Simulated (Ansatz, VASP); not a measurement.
One calculation of Si, two programs

Contents of INCAR:

```
SYSTEM = Si
PREC = Accurate
ENCUT = 520
EDIFF = 1E-7
ISMEAR = 0
SIGMA = 0.15
LREAL = .False.
LASPH = .True.
NELM = 100
ALGO = Normal
ISIF = 2
LWAVE = .False.
LCHARG = .False.
NBANDS = 26
```

File KPOINTS:

```
regular mesh
0
Gamma
  10 10 8
  0 0 0
```

Contents of POSCAR:

```
Si
1.0
    4.5521371120     -2.4347064072      0.0000000000
    4.5521371120      2.4347064072      0.0000000000
    0.0000000000      0.0000000000      4.9280747354
Si
8
Direct
    0.5000000000      0.5000000000      0.7705063097
    0.5000000000      0.5000000000      0.2294936903
    1.0000000000      0.0000000000      0.2705063097
    0.0000000000      1.0000000000      0.7294936903
    0.7262158285      0.7262158285      0.5000000000
    0.2262158285      0.2262158285      0.0000000000
    0.2737841715      0.2737841715      0.5000000000
    0.7737841715      0.7737841715      0.0000000000
```

Input for Ansatz:

```yaml
crystal:
  lattice:
    - [4.552137112, -2.4347064072, 0.0]
    - [4.552137112, 2.4347064072, 0.0]
    - [0.0, 0.0, 4.9280747354]
  atoms:
    - { symbol: Si, position: [0.5, 0.5, 0.7705063097] }
    - { symbol: Si, position: [0.5, 0.5, 0.2294936903] }
    - { symbol: Si, position: [1.0, 0.0, 0.2705063097] }
    - { symbol: Si, position: [0.0, 1.0, 0.7294936903] }
    - { symbol: Si, position: [0.7262158285, 0.7262158285, 0.5] }
    - { symbol: Si, position: [0.2262158285, 0.2262158285, 0.0] }
    - { symbol: Si, position: [0.2737841715, 0.2737841715, 0.5] }
    - { symbol: Si, position: [0.7737841715, 0.7737841715, 0.0] }
basis:
  ecutwfc: 420
kpoints:
  mp_grid: { grid: [10, 10, 8] }
hamiltonian:
  xc: lda
scf:
  occupations: { method: gaussian, width: 0.15 }
output:
  forces: true
  stress: true
  eigenvalues: true
```

Change from the starting cell: strain -0.0750 x Voigt [0, 0, 1, 0, 0, 0], atoms carried along.

Alike in both runs: task single point; functional LDA; k mesh 10 × 10 × 8; occupations gaussian, width 0.15 eV; no spin polarisation.

|  | VASP | Ansatz |
| --- | --- | --- |
| version | VASP 6.6.1 | Ansatz 0.2.0 |
| potentials or method | VASP PAW LDA potentials, release 64 (Si), cutoff 520 eV | scalar-relativistic, plane waves, PAW |
| valence electrons in the cell | 32 | 32 |

|  | VASP | Ansatz | Ansatz less VASP |
| --- | --- | --- | --- |
| gap on the k mesh at the Fermi level (eV) | none | none | - |
| pressure (GPa) | 11.3 | 11.2 | -0.12 |
| traceless stress, the component that is largest in VASP (GPa) | 9.18 | 9.18 | -0.001 |
| rms of the force components (eV/Å) | 0.327 | 0.326 | -0.0005 |

LDA's correlation is that of Perdew and Zunger in VASP and of Perdew and Wang (1992) in Ansatz. Atom by atom the forces differ by 0.001 eV/Å (rms over components). A gap of «none» marks a metal or a gap that the smearing closes.
